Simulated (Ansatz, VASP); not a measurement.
## IrSe: VASP beside Ansatz

```
Ir Se
1.0
     0.00000    2.78206    2.78206
     2.78206    0.00000    2.78206
     2.78206    2.78206    0.00000
Ir Se
1 1
Direct
  0.00000 0.00000 0.00000
  0.25000 0.25000 0.25000
```

Alike in both runs: task single point; functional LDA; k mesh 10 × 10 × 10; occupations gaussian, width 0.05 eV; no spin polarisation.

```csv
,VASP,Ansatz
version,VASP 6.6.1,Ansatz 0.2.0
potentials or method,"VASP PAW LDA potentials, release 64 (Ir, Se), cutoff 520 eV","scalar-relativistic, plane waves, PAW"
valence electrons in the cell,15,33
```

VASP gave:

* gap on the k mesh at the Fermi level (eV): none
* pressure (GPa): -6.8

Q: Estimate Ansatz's values.

A: gap on the k mesh at the Fermi level (eV): none; pressure (GPa): -7.5.

LDA's correlation is that of Perdew and Zunger in VASP and of Perdew and Wang (1992) in Ansatz. A gap of «none» marks a metal or a gap that the smearing closes. VASP's potentials hold 15 valence electrons a cell and Ansatz's 33, so a difference there can come from the potentials and not from the codes.

Neither program's run includes spin-orbit coupling.
